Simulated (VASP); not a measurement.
Write the native input for VASP 6.6.1 that does the following.

```
Task                   : single point
Functional             : PBE
Potentials or basis    : VASP PAW PBE potentials, release 64 (Be, S)
Cutoff                 : 520 eV
k mesh                 : 6 × 6 × 6
Occupations            : gaussian, width 0.1 eV
Spin                   : no spin polarisation
Dipole correction      : no
Further INCAR settings : ALGO = Normal; EDIFF = 1e-06; NBANDS = 15
```

The structure of Be4S lies in POSCAR:

```
Be4S
1.0
    2.2023594900      1.2715328400      3.5408214400
   -2.2023594900      1.2715328400      3.5408214400
    0.0000000000     -2.5430656900      3.5408214400
Be S
4 1
Direct
    0.5000000000      0.5000000000      0.0000000000
    0.0000000000      0.5000000000      0.5000000000
    0.5000000000      0.0000000000      0.5000000000
    0.5000000000      0.5000000000      0.5000000000
    0.0000000000      0.0000000000      0.0000000000
```

These files were run (other wordings do the same):

INCAR

```
SYSTEM = Be4S
ALGO = Normal
EDIFF = 1E-6
ENCUT = 520
GGA = PE
ISIF = 2
ISMEAR = 0
LASPH = .True.
LCHARG = .False.
LREAL = .False.
LWAVE = .False.
NBANDS = 15
NELM = 80
PREC = Accurate
SIGMA = 0.1
```

KPOINTS

```
k-points
0
Gamma
  6 6 6
  0 0 0
```

Potentials or basis: VASP PAW PBE potentials, release 64 (Be, S).

The run is started by

```sh
$ cat potpaw_PBE.64/Be/POTCAR potpaw_PBE.64/S/POTCAR > POTCAR
$ mpirun -np 1 vasp_std > vasp.out
```

It gave:

* Pressure: 3.2 GPa
* Band gap on the k mesh: zero (band 7 reaches 6.35 eV, above the bottom of band 8 at 4.67 eV)

Run time: 8.1 s on 1 thread of Intel(R) Xeon(R) 6975P-C (Granite Rapids) (shared host), peak memory 0.17 GiB.
